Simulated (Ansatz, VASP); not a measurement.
**C in VASP and in Ansatz**

```
CELL_PARAMETERS angstrom
2.46657 0.00000 0.00000
-1.23328 2.13611 0.00000
0.00000 0.00000 8.52674
ATOMIC_POSITIONS crystal
C 0.00000 0.00000 0.25000
C 0.00000 0.00000 0.75000
C 0.33333 0.66667 0.25000
C 0.66667 0.33333 0.75000
```

Alike in both runs: task single point; functional PBE; k mesh 15 × 15 × 4; occupations gaussian, width 0.01 eV; no spin polarisation.

|  | VASP | Ansatz |
| --- | --- | --- |
| version | VASP 6.6.1 | Ansatz 0.2.0 |
| potentials or method | VASP PAW PBE potentials, release 64 (C), cutoff 520 eV | plane waves (420 eV) with PAW, scalar-relativistic |
| valence electrons in the cell | 16 | 16 |

|  | VASP | Ansatz | Ansatz less VASP |
| --- | --- | --- | --- |
| pressure (GPa) | 0.4 | 0.0 | -0.35 |
| traceless stress, the component that is largest in VASP (GPa) | -0.39 | 0.01 | +0.407 |
